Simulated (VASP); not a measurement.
# Bi (P6_3/mmc) in VASP: further runs, part 2 of 3

VASP 6.6.1. The steps go on from the part before.

## 3. Single point, RPBE (31.30 Å³/atom)

This run uses another cell than the first one, of 31.30 Å³/atom.

Input file INCAR:

```
PREC = Accurate
ENCUT = 520
EDIFF = 1E-7
ISMEAR = -1
SIGMA = 0.1
LREAL = False
LASPH = True
NELM = 100
ALGO = Normal
ISIF = 2
LWAVE = False
LCHARG = False
GGA = RP
NBANDS = 38
```

Input file KPOINTS:

```
regular mesh
0
Gamma
  12 12 3
```

Input file POSCAR:

```
Bi
1.0
    3.5076701399      0.0000000000      0.0000000000
   -1.7538350700      3.0377314493      0.0000000000
    0.0000000000      0.0000000000     11.7498808673
Bi
4
Direct
    0.0000000000      1.0000000000      0.0000000000
    0.0000000000      1.0000000000      0.5000000000
    0.3333333333      0.6666666667      0.2500000000
    0.6666666667      0.3333333333      0.7500000000
```

Potentials or basis: VASP PAW PBE potentials, release 64 (Bi_d).

The run is started by

```console
> cat potpaw_PBE.64/Bi_d/POTCAR > POTCAR
> mpirun -np 1 vasp_std > vasp.out
```

It took 96 s on 1 thread of Intel Xeon 6975P-C (Granite Rapids), shared host; peak memory 0.3 GiB.

The run converged. Its results:

```yaml
Free_energy: -13.3877 eV
Pressure: 2.0 GPa
Band_gap_on_the_k_mesh: zero (bands 30 and 31 overlap by 6.22 eV)
```

Levels at points of the mesh, in eV from the Fermi level:
```
           k point  band 26  band 27  band 28  band 29  band 30  band 31  band 32  band 33  band 34  band 35
(0.00, 0.00, 0.00)    -1.32    -1.31     3.60     3.60     4.26     4.26     4.28     4.28     4.62     5.07
(0.50, 0.00, 0.00)    -4.86    -3.90    -3.48    -1.47    -0.76     0.55     1.43     1.65     1.67     2.39
```

Caveat: the PAW data sets were made with another functional, which shifts forces and pressure a little; spin-orbit coupling is left out, which moves the levels of the heavy elements.

## 4. Single point, RPBE (32.60 Å³/atom)

This run uses another cell than the first one, of 32.60 Å³/atom.

Input file INCAR:

```
SYSTEM = Bi
ALGO     = Normal         ! electronic algorithm
EDIFF    = 1E-6           ! SCF threshold, eV
ENCUT    = 520            ! plane-wave cutoff, eV
GGA      = RP             ! functional
ISIF     = 2              ! what is computed and relaxed
ISMEAR   = -1             ! smearing method
LASPH    = .TRUE.         ! aspherical terms in the spheres
LCHARG   = .FALSE.        ! write CHGCAR
LREAL    = .FALSE.        ! projectors in reciprocal space
LWAVE    = .FALSE.        ! write WAVECAR
NBANDS   = 38             ! bands
NELM     = 80             ! most SCF steps
PREC     = Accurate       ! precision mode
SIGMA    = 0.1            ! smearing width, eV
```

Input file KPOINTS:

```
k-points
0
G
  12 12 3
  0 0 0
```

Input file POSCAR:

```
Bi
1.0
    3.5557263875      0.0000000000      0.0000000000
   -1.7778631938      3.0793493805      0.0000000000
    0.0000000000      0.0000000000     11.9108581431
Bi
4
Direct
    0.0000000000      1.0000000000      0.0000000000
    0.0000000000      1.0000000000      0.5000000000
    0.3333333333      0.6666666667      0.2500000000
    0.6666666667      0.3333333333      0.7500000000
```

Potentials or basis: VASP PAW PBE potentials, release 64 (Bi_d).

The run is started by

```console
> cat potpaw_PBE.64/Bi_d/POTCAR > POTCAR
> mpirun -np 1 vasp_std > vasp.out
```

OUTCAR:

```text
SYSTEM = Bi
   EDIFF = 1E-6
   ENCUT = 520
   GGA = RP
   ISIF = 2
   ISMEAR = -1
   LASPH = .TRUE.
   LREAL = .FALSE.
   NELM = 80
   PREC = Accurate

 ion  position               nearest neighbor table
   1  0.000  0.000  0.000-   3 3.62   4 3.62   4 3.62   3 3.62   4 3.62   3 3.62
   2  0.000  0.000  0.500-   3 3.62   4 3.62   4 3.62   3 3.62   4 3.62   3 3.62
   3  0.333  0.667  0.250-   1 3.62   2 3.62   1 3.62   2 3.62   1 3.62   2 3.62
   4  0.667  0.333  0.750-   1 3.62   2 3.62   1 3.62   2 3.62   1 3.62   2 3.62

  LATTYP: Found a hexagonal cell.
 ALAT       =     3.5557263875
 C/A-ratio  =     3.3497679082

  Lattice vectors:

 A1 = (   3.5557263875,   0.0000000000,   0.0000000000)
 A2 = (  -1.7778631938,   3.0793493805,   0.0000000000)
 A3 = (   0.0000000000,   0.0000000000,  11.9108581431)

Analysis of symmetry for initial positions (statically):
=====================================================================
 Subroutine PRICEL returns:
 Original cell was already a primitive cell.

 Routine SETGRP: Setting up the symmetry group for a
 hexagonal supercell.

 Subroutine GETGRP returns: Found 24 space group operations
 (whereof 12 operations were pure point group operations)
 out of a pool of 24 trial point group operations.

The static configuration has the point symmetry D_3d.
 The point group associated with its full space group is D_6h.

Analysis of symmetry for dynamics (positions and initial velocities):
=====================================================================
 Subroutine PRICEL returns:
 Original cell was already a primitive cell.

 Routine SETGRP: Setting up the symmetry group for a
 hexagonal supercell.

 Subroutine GETGRP returns: Found 24 space group operations
 (whereof 12 operations were pure point group operations)
 out of a pool of 24 trial point group operations.

The dynamic configuration has the point symmetry D_3d.
 The point group associated with its full space group is D_6h.

 Subroutine INISYM returns: Found 24 space group operations
 (whereof 12 operations are pure point group operations),
 and found     1 'primitive' translations

----------------------------------------------------------------------------------------

                                     Primitive cell

  volume of cell :     130.4158

  direct lattice vectors                    reciprocal lattice vectors
     3.555726388  0.000000000  0.000000000     0.281236488  0.162371962  0.000000000
    -1.777863194  3.079349381  0.000000000     0.000000000  0.324743924  0.000000000
     0.000000000  0.000000000 11.910858143     0.000000000  0.000000000  0.083957007

  length of vectors
     3.555726388  3.555726388 11.910858143     0.324743924  0.324743924  0.083957007

  position of ions in fractional coordinates (direct lattice)
     0.000000000  0.000000000  0.000000000
     0.000000000  0.000000000  0.500000000
     0.333333333  0.666666667  0.250000000
     0.666666667  0.333333333  0.750000000

  ion indices of the primitive-cell ions
   primitive index   ion index
                 1           1
                 2           2
                 3           3
                 4           4

----------------------------------------------------------------------------------------

 KPOINTS: k-points

Automatic generation of k-mesh.
 Grid dimensions read from file:
 generate k-points for:   12   12    3

 Generating k-lattice:

  Cartesian coordinates                     Fractional coordinates (reciprocal lattice)
     0.023436374  0.013530997  0.000000000     0.083333333  0.000000000  0.000000000
     0.000000000  0.027061994  0.000000000     0.000000000  0.083333333  0.000000000
     0.000000000  0.000000000  0.027985669     0.000000000  0.000000000  0.333333333

  Length of vectors
     0.027061994  0.027061994  0.027985669

  Shift w.r.t. Gamma in fractional coordinates (k-lattice)
     0.000000000  0.000000000  0.000000000

 Subroutine IBZKPT returns following result:
 ===========================================

 Found     38 irreducible k-points:

 Following reciprocal coordinates:
            Coordinates               Weight
  0.000000  0.000000  0.000000      1.000000
  0.083333  0.000000  0.000000      6.000000
  0.166667 -0.000000  0.000000      6.000000
  0.250000  0.000000  0.000000      6.000000
  0.333333  0.000000  0.000000      6.000000
  0.416667  0.000000  0.000000      6.000000
[... 16 lines left out ...]
  0.250000  0.000000  0.333333     12.000000
  0.333333  0.000000  0.333333     12.000000
 [... further k-points ...]
   k-points           NKPTS =     38   k-points in BZ     NKDIM =     38   number of bands    NBANDS=     38
   number of dos      NEDOS =    301   number of ions     NIONS =      4
   total plane-waves  NPLWV =  70560
   dimension x,y,z NGX =    28 NGY =   28 NGZ =   90
   dimension x,y,z NGXF=    56 NGYF=   56 NGZF=  180
   ions per type =               4
   NGX,Y,Z   is equivalent  to a cutoff of  13.09, 13.09, 12.56 a.u.
   NGXF,Y,Z  is equivalent  to a cutoff of  26.18, 26.18, 25.12 a.u.
 SYSTEM =  Bi
   PREC   = accura    normal or accurate (medium, high low for compatibility)
   ISTART =      0    job   : 0-new  1-cont  2-samecut
   ICHARG =      2    charge: 1-file 2-atom 10-const
   ISPIN  =      1    spin polarized calculation?
   LNONCOLLINEAR =      F non collinear calculations
   LSORBIT =      F    spin-orbit coupling
   LASPH  =      T    aspherical Exc in radial PAW
   ENCUT  =  520.0 eV  38.22 Ry    6.18 a.u.   6.61  6.61 22.15*2*pi/ulx,y,z
   NELM   =     80;   NELMIN=  2; NELMDL= -5     # of ELM steps
   EDIFF  = 0.1E-05   stopping-criterion for ELM
   LREAL  =      F    real-space projection
   EDIFFG = 0.1E-04   stopping-criterion for IOM
   NSW    =      0    number of steps for IOM
   IBRION =     -1    ionic relax: 0-MD 1-quasi-New 2-CG
   NFREE  =      0    steps in history (QN), initial steepest desc. (CG)
   ISIF   =      2    stress and relaxation
   ISYM   =      2    0-nonsym 1-usesym 2-fastsym
   POTIM  = 0.5000    time-step for ionic-motion
   TEBEG  =    0.0;   TEEND  =   0.0 temperature during run
   PSTRESS=    0.0 pullay stress
   NELECT =      60.0000    total number of electrons
   NUPDOWN=      -1.0000    fix difference up-down
   EMIN   =  10.00;   EMAX   =-10.00  energy-range for DOS
   EFERMI =   0.00;   METHOD = LEGACY
   ISMEAR =    -1;   SIGMA  =   0.10  broadening in eV -4-tet -1-fermi 0-gaus
   EFERMI_NEDOS =   21; number of points for ismear=-14 and -15
   IALGO  =     38    algorithm
   IMIX   =      4    mixing-type and parameters
     AMIX     =   0.40;   BMIX     =  1.00
     AMIX_MAG =   1.60;   BMIX_MAG =  1.00
  volume/ion in A,a.u.               =      32.60       220.02
  Fermi-wavevector in a.u.,A,eV,Ry     =   1.263810  2.388255 21.731440  1.597216
  Thomas-Fermi vector in A             =   2.397148
   LORBIT       =      0    0 simple, 1 ext, 2 COOP (PROOUT), +10 PAW based schemes
   GGA     = RP    functional components
   LHFCALC =     F    Hartree Fock is set to
   AEXX    =    0.0000 exact exchange contribution
   IVDW    =     0    specifies the selected vdW correction
   LEPSILON=     F    determine dielectric tensor
   LRPA    =     F    only Hartree local field effects (RPA)
 non-spin polarized calculation
  energy-cutoff  :      520.00
  volume of cell :      130.42
 maximum number of plane-waves:      3561
 NGX is ok and might be reduce to    28
   NGX = 13   NGY = 13   NGZ = 45

 number of electron      60.0000004 magnetization

 Free energy of the ion-electron system (eV)
  ---------------------------------------------------
  ext. energy  EPLUGINS =         0.00000000
  ---------------------------------------------------
  free energy    TOTEN  =       -13.41859725 eV

  energy without entropy =      -13.33128065  energy(sigma->0) =      -13.37493895

 E-fermi :   7.5485     XC(G=0):  -9.9928

 val. band max:        7.5320222114   @ k =   0.1667   0.1667   0.0000
 cond. band min:       7.5511449355   @ k =   0.4167   0.0000   0.0000
 fundamental gap:      0.0191227240
 Fermi energy:         7.5484834728

 k-point     1 :       0.0000    0.0000    0.0000
  band No.  band energies     occupation
      1     -15.6009      2.00000
      2     -15.5985      2.00000
      3     -15.5985      2.00000
      4     -15.5964      2.00000
      5     -15.5944      2.00000
      6     -15.5944      2.00000
[... 30 lines left out ...]
     37      14.6590      0.00000
     38      15.0702      0.00000
[... 941 lines left out ...]
     37      12.8706      0.00000
     38      12.9257      0.00000

 [... further k-points ...]
[... 5 lines left out ...]
  --------------------------------------------------------------------------------------
  -------------------------------------------------------------------------------------
  Total       -0.1689639     -0.1689639     -0.0195771      0.0000000     -0.0000000      0.0000000
  in kB       -2.0757461     -2.0757461     -0.2405072      0.0000000     -0.0000000      0.0000000
  external PRESSURE =      -1.4639998 kB  Pullay stress =       0.0000000 kB

 VOLUME and BASIS-vectors are now :
 -----------------------------------------------------------------------------
  energy-cutoff  :      520.00
  volume of cell :      130.42
      direct lattice vectors                 reciprocal lattice vectors
     3.555726388  0.000000000  0.000000000     0.281236488  0.162371962  0.000000000
    -1.777863194  3.079349381  0.000000000     0.000000000  0.324743924  0.000000000
     0.000000000  0.000000000 11.910858143     0.000000000  0.000000000  0.083957007

 POSITION                                       TOTAL-FORCE (eV/Angst)
 -----------------------------------------------------------------------------------
      0.00000      0.00000      0.00000         0.000000      0.000000     -0.000000
      0.00000      0.00000      5.95543         0.000000      0.000000     -0.000000
     -0.00000      2.05290      2.97771         0.000000      0.000000      0.000000
      1.77786      1.02645      8.93314        -0.000000     -0.000000     -0.000000
 -----------------------------------------------------------------------------------
    total drift:                                0.000000     -0.000000      0.000000

  FREE ENERGIE OF THE ION-ELECTRON SYSTEM (eV)
  ---------------------------------------------------
  free  energy   TOTEN  =       -13.4185972459 eV

  energy  without entropy=      -13.3312806470  energy(sigma->0) =      -13.37493895
```

It took 78 s on 1 thread of Intel Xeon 6975P-C (Granite Rapids), shared host; peak memory 0.32 GiB.

Results:

| Quantity | Value |
| --- | --- |
| Free energy | -13.4186 eV |
| Pressure | -0.1 GPa |
| Band gap on the k mesh | zero (bands 30 and 31 overlap by 5.90 eV) |

Caveat: the PAW data sets were made with another functional, which shifts forces and pressure a little; spin-orbit coupling is left out, which moves the levels of the heavy elements.

(Part 2 of 3 ends here.)

The gap in the log of VASP goes by the Fermi energy; the results here count the filled bands.